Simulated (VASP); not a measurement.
Co2Si, 3 atoms in the cell. The structure is orthorhombic, space group Cmmm (No. 65). Conventional cell: a = 4.913 Å, b = 5.816 Å, c = 3.049 Å, α = 90.00°, β = 90.00°, γ = 90.00°. Co (site symmetry 2/m) has 2 Si at 1.90 Å and 2 Co at 2.46 Å within 2.5 Å. Within 2.5 Å of Si (site symmetry mmm) lie 4 Co at 1.90 Å. 

* Program: VASP 6.6.1
* Task: single point
* Functional: PBE
* Potentials or basis: VASP PAW PBE potentials, release 64 (Co, Si)
* Cutoff: 520 eV
* k mesh: 4 × 4 × 6
* Occupations: gaussian, width 0.1 eV
* Spin: collinear spin, ferromagnetic start
* Starting moments: [3.0, 3.0, 0.0] μB
* Dipole correction: no
* Further INCAR settings: ALGO = Fast; EDIFF = 1e-06; NBANDS = 22

Potentials or basis: VASP PAW PBE potentials, release 64 (Co, Si).

Command:

```sh
$ cat potpaw_PBE.64/Co/POTCAR potpaw_PBE.64/Si/POTCAR > POTCAR
$ mpirun -np 1 vasp_std > vasp.out
```

Hardware: 1 thread of Intel(R) Xeon(R) Platinum 8488C (Sapphire Rapids), on a shared host.

Estimate the wall time of this run.

Run time: 43 s on 1 thread of Intel(R) Xeon(R) Platinum 8488C (Sapphire Rapids), on a shared host, peak memory 0.18 GiB. Counts: scf iterations 16, k points 28.
